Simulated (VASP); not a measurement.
Set up this calculation in VASP 6.6.1, as the native input.

```yaml
Task: single point
Functional: PBE
Potentials_or_basis: VASP PAW PBE potentials, release 64 (Si, Ge_d, Pt)
Cutoff: 520 eV
k_mesh: 12 × 12 × 4
Occupations: gaussian, width 0.1 eV
Spin: no spin polarisation
Dipole_correction: no
Further_INCAR_settings: ALGO = Normal; EDIFF = 1e-06; NBANDS = 36
```

The structure of SiGe3Pt lies in POSCAR:

```
SiGe3Pt
1.0
    4.0577097476      0.0000000000      0.0000000000
   -2.0288548738      3.5140797226      0.0000000000
    0.0000000000      0.0000000000      7.6341892759
Si Ge Pt
1 3 1
Direct
    0.0000000000      0.0000000000      0.4483480321
    0.6666666667      0.3333333333      0.5446581327
    0.6666666667      0.3333333333      0.8798630539
    0.0000000000      0.0000000000      0.1257615055
    0.3333333333      0.6666666667      0.0013692758
```

One way to write it, as run:

INCAR

```
PREC     = Accurate       # precision mode
ENCUT    = 520            # plane-wave cutoff, eV
EDIFF    = 1E-6           # SCF threshold, eV
ISMEAR   = 0              # smearing method
SIGMA    = 0.1            # smearing width, eV
LREAL    = False          # projectors in reciprocal space
LASPH    = True           # aspherical terms in the spheres
NELM     = 60             # most SCF steps
ALGO     = Normal         # electronic algorithm
ISIF     = 2              # what is computed and relaxed
LWAVE    = False          # write WAVECAR
LCHARG   = False          # write CHGCAR
GGA      = PE             # functional
NBANDS   = 36             # bands
```

KPOINTS

```
Automatic mesh
0
Gamma
  12 12 4
```

Potentials or basis: VASP PAW PBE potentials, release 64 (Si, Ge_d, Pt).

The run is started by

```bash
$ cat potpaw_PBE.64/Si/POTCAR potpaw_PBE.64/Ge_d/POTCAR potpaw_PBE.64/Pt/POTCAR > POTCAR
$ mpirun -np 1 vasp_std > vasp.out
```

It gave:

```
Pressure               : 0.0 GPa
Largest force          : 0.008 eV/Å
Band gap on the k mesh : zero (bands 28 and 29 overlap by 2.40 eV)
```

Caveat: spin-orbit coupling is left out, which moves the levels of the heavy elements.

Wall time 110 s on 1 thread of Intel(R) Xeon(R) 6975P-C (Granite Rapids), on a shared host, peak memory 0.38 GiB.
